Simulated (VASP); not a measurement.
# PbSe (Fm-3m) in VASP: further runs

Aim: see how the results for PbSe move with the level of theory and the settings. Levels: LDA, PBEsol, r2SCAN, PBE. Tasks: single point.

Program: VASP 6.6.1. These are calculated values, not measurements. Logs are shortened: lines on timing, memory, paths and dates and some standing lists are left out, and cuts for length are marked.

### Step 1. The cell of the first run

Symmetry: Fm-3m, No. 225, cubic system. Conventional cell: a = 6.037 Å, b = 6.037 Å, c = 6.037 Å, α = 90.00°, β = 90.00°, γ = 90.00°. Within 4.0 Å of Pb (site symmetry m-3m) lie 6 Se at 3.02 Å. Se (site symmetry m-3m) has 6 Pb at 3.02 Å within 4.0 Å.

### Step 2. Single point, LDA

INCAR

```
SYSTEM = PbSe
ALGO = Normal
EDIFF = 1E-7
ENCUT = 520
ISIF = 2
ISMEAR = -1
LASPH = .True.
LCHARG = .False.
LREAL = .False.
LWAVE = .False.
NBANDS = 17
NELM = 100
PREC = Accurate
SIGMA = 0.02
```

KPOINTS

```
k-points
0
Gamma
  6 6 6
  0 0 0
```

POSCAR

```
PbSe
1.0
    0.0000000000      3.0183228717      3.0183228717
    3.0183228717      0.0000000000      3.0183228717
    3.0183228717      3.0183228717      0.0000000000
Pb Se
1 1
Direct
    0.0000000000      0.0000000000      0.0000000000
    0.5000000000      0.5000000000      0.5000000000
```

Potentials or basis: VASP PAW LDA potentials, release 64 (Pb_d, Se).

Launch:

```
$ cat potpaw_LDA.64/Pb_d/POTCAR potpaw_LDA.64/Se/POTCAR > POTCAR
$ mpirun -np 1 vasp_std > vasp.out
```

OUTCAR:

```text
SYSTEM = PbSe
   EDIFF = 1E-7
   ENCUT = 520
   ISIF = 2
   ISMEAR = -1
   LASPH = .True.
   LREAL = .False.
   NELM = 100
   PREC = Accurate

 ion  position               nearest neighbor table
   1  0.000  0.000  0.000-   2 3.02   2 3.02   2 3.02   2 3.02   2 3.02   2 3.02
   2  0.500  0.500  0.500-   1 3.02   1 3.02   1 3.02   1 3.02   1 3.02   1 3.02

  LATTYP: Found a face centered cubic cell.
 ALAT       =     6.0366457434

  Lattice vectors:

 A1 = (   0.0000000000,   3.0183228717,   3.0183228717)
 A2 = (   3.0183228717,   0.0000000000,   3.0183228717)
 A3 = (   3.0183228717,   3.0183228717,   0.0000000000)

Analysis of symmetry for initial positions (statically):
=====================================================================
 Subroutine PRICEL returns:
 Original cell was already a primitive cell.

 Routine SETGRP: Setting up the symmetry group for a
 face centered cubic supercell.

 Subroutine GETGRP returns: Found 48 space group operations
 (whereof 48 operations were pure point group operations)
 out of a pool of 48 trial point group operations.

The static configuration has the point symmetry O_h .

Analysis of symmetry for dynamics (positions and initial velocities):
=====================================================================
 Subroutine PRICEL returns:
 Original cell was already a primitive cell.

 Routine SETGRP: Setting up the symmetry group for a
 face centered cubic supercell.

 Subroutine GETGRP returns: Found 48 space group operations
 (whereof 48 operations were pure point group operations)
 out of a pool of 48 trial point group operations.

The dynamic configuration has the point symmetry O_h .

 Subroutine INISYM returns: Found 48 space group operations
 (whereof 48 operations are pure point group operations),
 and found     1 'primitive' translations

----------------------------------------------------------------------------------------

                                     Primitive cell

  volume of cell :      54.9955

  direct lattice vectors                    reciprocal lattice vectors
     0.000000000  3.018322872  3.018322872    -0.165654909  0.165654909  0.165654909
     3.018322872  0.000000000  3.018322872     0.165654909 -0.165654909  0.165654909
     3.018322872  3.018322872  0.000000000     0.165654909  0.165654909 -0.165654909

  length of vectors
     4.268553141  4.268553141  4.268553141     0.286922719  0.286922719  0.286922719

  position of ions in fractional coordinates (direct lattice)
     0.000000000  0.000000000  0.000000000
     0.500000000  0.500000000  0.500000000

  ion indices of the primitive-cell ions
   primitive index   ion index
                 1           1
                 2           2

----------------------------------------------------------------------------------------

 KPOINTS: k-points

Automatic generation of k-mesh.
 Grid dimensions read from file:
 generate k-points for:    6    6    6

 Generating k-lattice:

  Cartesian coordinates                     Fractional coordinates (reciprocal lattice)
    -0.027609151  0.027609151  0.027609151     0.166666667  0.000000000  0.000000000
     0.027609151 -0.027609151  0.027609151     0.000000000  0.166666667  0.000000000
     0.027609151  0.027609151 -0.027609151     0.000000000  0.000000000  0.166666667

  Length of vectors
     0.047820453  0.047820453  0.047820453

  Shift w.r.t. Gamma in fractional coordinates (k-lattice)
     0.000000000  0.000000000  0.000000000

 Subroutine IBZKPT returns following result:
 ===========================================

 Found     16 irreducible k-points:

 Following reciprocal coordinates:
            Coordinates               Weight
  0.000000  0.000000  0.000000      1.000000
  0.166667  0.000000  0.000000      8.000000
  0.333333  0.000000  0.000000      8.000000
  0.500000  0.000000  0.000000      4.000000
  0.166667  0.166667  0.000000      6.000000
  0.333333  0.166667  0.000000     24.000000
[... 8 lines left out ...]
 -0.333333  0.333333  0.166667     24.000000
 -0.333333  0.500000  0.166667     12.000000
   k-points           NKPTS =     16   k-points in BZ     NKDIM =     16   number of bands    NBANDS=     17
   number of dos      NEDOS =    301   number of ions     NIONS =      2
   total plane-waves  NPLWV =  32768
   dimension x,y,z NGX =    32 NGY =   32 NGZ =   32
   dimension x,y,z NGXF=    64 NGYF=   64 NGZF=   64
   ions per type =               1   1
   NGX,Y,Z   is equivalent  to a cutoff of  12.46, 12.46, 12.46 a.u.
   NGXF,Y,Z  is equivalent  to a cutoff of  24.93, 24.93, 24.93 a.u.
 SYSTEM =  PbSe
   PREC   = accura    normal or accurate (medium, high low for compatibility)
   ISTART =      0    job   : 0-new  1-cont  2-samecut
   ICHARG =      2    charge: 1-file 2-atom 10-const
   ISPIN  =      1    spin polarized calculation?
   LNONCOLLINEAR =      F non collinear calculations
   LSORBIT =      F    spin-orbit coupling
   LASPH  =      T    aspherical Exc in radial PAW
   ENCUT  =  520.0 eV  38.22 Ry    6.18 a.u.   7.94  7.94  7.94*2*pi/ulx,y,z
   NELM   =    100;   NELMIN=  2; NELMDL= -5     # of ELM steps
   EDIFF  = 0.1E-06   stopping-criterion for ELM
   LREAL  =      F    real-space projection
   EDIFFG = 0.1E-05   stopping-criterion for IOM
   NSW    =      0    number of steps for IOM
   IBRION =     -1    ionic relax: 0-MD 1-quasi-New 2-CG
   NFREE  =      0    steps in history (QN), initial steepest desc. (CG)
   ISIF   =      2    stress and relaxation
   ISYM   =      2    0-nonsym 1-usesym 2-fastsym
   POTIM  = 0.5000    time-step for ionic-motion
   TEBEG  =    0.0;   TEEND  =   0.0 temperature during run
   PSTRESS=    0.0 pullay stress
   NELECT =      20.0000    total number of electrons
   NUPDOWN=      -1.0000    fix difference up-down
   EMIN   =  10.00;   EMAX   =-10.00  energy-range for DOS
   EFERMI =   0.00;   METHOD = LEGACY
   ISMEAR =    -1;   SIGMA  =   0.02  broadening in eV -4-tet -1-fermi 0-gaus
   EFERMI_NEDOS =   21; number of points for ismear=-14 and -15
   IALGO  =     38    algorithm
   IMIX   =      4    mixing-type and parameters
     AMIX     =   0.40;   BMIX     =  1.00
     AMIX_MAG =   1.60;   BMIX_MAG =  1.00
  volume/ion in A,a.u.               =      27.50       185.56
  Fermi-wavevector in a.u.,A,eV,Ry     =   1.168537  2.208215 18.578466  1.365479
  Thomas-Fermi vector in A             =   2.305022
   LORBIT       =      0    0 simple, 1 ext, 2 COOP (PROOUT), +10 PAW based schemes
   GGA     = CA    functional components
   LHFCALC =     F    Hartree Fock is set to
   AEXX    =    0.0000 exact exchange contribution
   IVDW    =     0    specifies the selected vdW correction
   LEPSILON=     F    determine dielectric tensor
   LRPA    =     F    only Hartree local field effects (RPA)
 non-spin polarized calculation
  energy-cutoff  :      520.00
  volume of cell :       55.00
 maximum number of plane-waves:      1492
   NGX = 15   NGY = 15   NGZ = 15

 number of electron      20.0000005 magnetization

 Free energy of the ion-electron system (eV)
  ---------------------------------------------------
  ext. energy  EPLUGINS =         0.00000000
  ---------------------------------------------------
  free energy    TOTEN  =        -9.46289435 eV

  energy without entropy =       -9.46192374  energy(sigma->0) =       -9.46240904

 E-fermi :   5.4895     XC(G=0): -10.0365

 val. band max:        5.4782480960   @ k =   0.5000   0.0000   0.0000
 cond. band min:       5.5007297702   @ k =   0.5000   0.0000   0.0000
 fundamental gap:      0.0224816741
 Fermi energy:         5.4894889331

 k-point     1 :       0.0000    0.0000    0.0000
  band No.  band energies     occupation
      1     -11.4177      2.00000
      2     -11.4177      2.00000
      3     -11.4130      2.00000
      4     -11.4130      2.00000
      5     -11.4130      2.00000
      6      -8.5427      2.00000
[... 9 lines left out ...]
     16      11.8288      0.00000
     17      13.3345      0.00000

 k-point     2 :       0.1667    0.0000    0.0000
  band No.  band energies     occupation
      1     -11.4246      2.00000
      2     -11.4246      2.00000
      3     -11.4121      2.00000
      4     -11.4037      2.00000
      5     -11.4037      2.00000
      6      -8.3185      2.00000
[... 9 lines left out ...]
     16      12.4285      0.00000
     17      15.2829      0.00000

 k-point     3 :       0.3333    0.0000    0.0000
  band No.  band energies     occupation
      1     -11.4396      2.00000
      2     -11.4396      2.00000
      3     -11.4109      2.00000
      4     -11.3839      2.00000
      5     -11.3839      2.00000
      6      -7.7547      2.00000
[... 9 lines left out ...]
     16      13.9178      0.00000
     17      17.3668      0.00000

 k-point     4 :       0.5000    0.0000    0.0000
  band No.  band energies     occupation
      1     -11.4472      2.00000
      2     -11.4472      2.00000
      3     -11.4106      2.00000
      4     -11.3738      2.00000
      5     -11.3738      2.00000
      6      -7.3665      2.00000
[... 9 lines left out ...]
     16      15.5602      0.00000
     17      15.6284      0.00000

 k-point     5 :       0.1667    0.1667    0.0000
  band No.  band energies     occupation
      1     -11.4425      2.00000
      2     -11.4186      2.00000
      3     -11.4120      2.00000
      4     -11.4001      2.00000
      5     -11.4001      2.00000
      6      -8.2360      2.00000
[... 9 lines left out ...]
     16      13.5271      0.00000
     17      14.5133      0.00000

 k-point     6 :       0.3333    0.1667    0.0000
  band No.  band energies     occupation
      1     -11.4696      2.00000
      2     -11.4191      2.00000
      3     -11.4175      2.00000
      4     -11.3887      2.00000
      5     -11.3809      2.00000
      6      -7.7671      2.00000
[... 9 lines left out ...]
     16      14.8680      0.00000
     17      16.4391      0.00000

 k-point     7 :       0.5000    0.1667    0.0000
  band No.  band energies     occupation
      1     -11.4783      2.00000
      2     -11.4330      2.00000
      3     -11.4076      2.00000
      4     -11.3836      2.00000
      5     -11.3713      2.00000
      6      -7.2670      2.00000
[... 9 lines left out ...]
     16      15.7988      0.00000
     17      16.1787      0.00000

 k-point     8 :      -0.3333    0.1667    0.0000
  band No.  band energies     occupation
      1     -11.4618      2.00000
      2     -11.4392      2.00000
      3     -11.4042      2.00000
      4     -11.3836      2.00000
      5     -11.3816      2.00000
      6      -7.4048      2.00000
[... 9 lines left out ...]
     16      15.1265      0.00000
     17      16.5278      0.00000

 k-point     9 :      -0.1667    0.1667    0.0000
  band No.  band energies     occupation
      1     -11.4354      2.00000
      2     -11.4342      2.00000
      3     -11.4103      2.00000
      4     -11.3985      2.00000
      5     -11.3894      2.00000
      6      -7.9684      2.00000
[... 9 lines left out ...]
     16      14.3174      0.00000
     17      15.0830      0.00000

 k-point    10 :       0.3333    0.3333    0.0000
  band No.  band energies     occupation
      1     -11.5267      2.00000
      2     -11.4299      2.00000
      3     -11.4005      2.00000
      4     -11.3730      2.00000
      5     -11.3730      2.00000
      6      -7.4416      2.00000
[... 9 lines left out ...]
     16      15.8150      0.00000
     17      16.6497      0.00000

 k-point    11 :       0.5000    0.3333    0.0000
  band No.  band energies     occupation
      1     -11.5472      2.00000
      2     -11.4251      2.00000
      3     -11.4062      2.00000
      4     -11.3694      2.00000
      5     -11.3643      2.00000
      6      -7.0472      2.00000
[... 9 lines left out ...]
     16      16.5973      0.00000
     17      17.4225      0.00000

 k-point    12 :      -0.3333    0.3333    0.0000
  band No.  band energies     occupation
      1     -11.5142      2.00000
      2     -11.4229      2.00000
      3     -11.4050      2.00000
      4     -11.3835      2.00000
      5     -11.3714      2.00000
      6      -7.0204      2.00000
[... 9 lines left out ...]
     16      14.9640      0.00000
     17      17.0703      0.00000

 k-point    13 :       0.5000    0.5000    0.0000
  band No.  band energies     occupation
      1     -11.5818      2.00000
      2     -11.4356      2.00000
      3     -11.3947      2.00000
      4     -11.3588      2.00000
      5     -11.3588      2.00000
      6      -6.9239      2.00000
[... 9 lines left out ...]
     16      17.3231      0.00000
     17      18.1475      0.00000

 k-point    14 :       0.5000    0.3333    0.1667
  band No.  band energies     occupation
      1     -11.5016      2.00000
      2     -11.4211      2.00000
      3     -11.4139      2.00000
      4     -11.3804      2.00000
      5     -11.3736      2.00000
      6      -7.3012      2.00000
[... 9 lines left out ...]
     16      15.6707      0.00000
     17      16.0965      0.00000

 k-point    15 :      -0.3333    0.3333    0.1667
  band No.  band energies     occupation
      1     -11.5133      2.00000
      2     -11.4256      2.00000
      3     -11.3986      2.00000
      4     -11.3939      2.00000
      5     -11.3657      2.00000
      6      -7.0201      2.00000
[... 9 lines left out ...]
     16      16.8285      0.00000
     17      16.8886      0.00000

 k-point    16 :      -0.3333    0.5000    0.1667
  band No.  band energies     occupation
      1     -11.5491      2.00000
      2     -11.4173      2.00000
      3     -11.4112      2.00000
      4     -11.3790      2.00000
      5     -11.3588      2.00000
      6      -6.9029      2.00000
[... 9 lines left out ...]
     16      17.2661      0.00000
     17      18.1543      0.00000

------------------------ aborting loop because EDIFF is reached ----------------------------------------

  FORCE on cell =-STRESS in cart. coord.  units (eV):
  Direction    XX          YY          ZZ          XY          YZ          ZX
  --------------------------------------------------------------------------------------
  -------------------------------------------------------------------------------------
  Total        0.0251111      0.0251111      0.0251111     -0.0000000      0.0000000      0.0000000
  in kB        0.7315589      0.7315589      0.7315589     -0.0000000      0.0000000      0.0000000
  external PRESSURE =       0.7315589 kB  Pullay stress =       0.0000000 kB

 VOLUME and BASIS-vectors are now :
 -----------------------------------------------------------------------------
  energy-cutoff  :      520.00
  volume of cell :       55.00
      direct lattice vectors                 reciprocal lattice vectors
     0.000000000  3.018322872  3.018322872    -0.165654909  0.165654909  0.165654909
     3.018322872  0.000000000  3.018322872     0.165654909 -0.165654909  0.165654909
     3.018322872  3.018322872  0.000000000     0.165654909  0.165654909 -0.165654909

 POSITION                                       TOTAL-FORCE (eV/Angst)
 -----------------------------------------------------------------------------------
      0.00000      0.00000      0.00000        -0.000000      0.000000     -0.000000
      3.01832      3.01832      3.01832         0.000000     -0.000000      0.000000
 -----------------------------------------------------------------------------------
    total drift:                                0.000000     -0.000000     -0.000000

  FREE ENERGIE OF THE ION-ELECTRON SYSTEM (eV)
  ---------------------------------------------------
  free  energy   TOTEN  =        -9.4628943536 eV

  energy  without entropy=       -9.4619237358  energy(sigma->0) =       -9.46240904
```

Wall time 6.9 s (1 thread of AMD EPYC 9R45 (Zen 5), shared host); peak memory 0.12 GiB.

Results:

```yaml
Free_energy: -9.4629 eV
Pressure: 0.1 GPa
Band_gap_on_the_k_mesh: 0.02 eV, direct
```

Caveat: spin-orbit coupling is left out, which moves the levels of the heavy elements.

(Part 1 of 2 ends here.)
